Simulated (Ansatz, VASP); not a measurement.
**Al in VASP and in Ansatz**

```xyz
1
Lattice="-1.6145 1.6145 1.6145 1.6145 -1.6145 1.6145 1.6145 1.6145 -1.6145" Properties=species:S:1:pos:R:3 pbc="T T T"
Al    0.0000    0.0000    0.0000
```

Alike in both runs: task single point; functional HSE06; k mesh 10 × 10 × 10; occupations gaussian, width 0.05 eV; no spin polarisation.

```csv
,VASP,Ansatz
version,VASP 6.6.1,Ansatz 0.2.0
potentials or method,"VASP PAW PBE potentials, release 64 (Al), cutoff 400 eV","scalar-relativistic, plane waves, PAW"
valence electrons in the cell,3,3
```

|  | VASP | Ansatz | Ansatz less VASP |
| --- | --- | --- | --- |
| gap on the k mesh at the Fermi level (eV) | none | none | - |
| pressure (GPa) | 0.1 | 0.0 | -0.08 |

A gap of «none» marks a metal or a gap that the smearing closes. Ansatz's warnings: filled band counts differ across k points, stress exchange threshold loose, stress scf threshold loose.
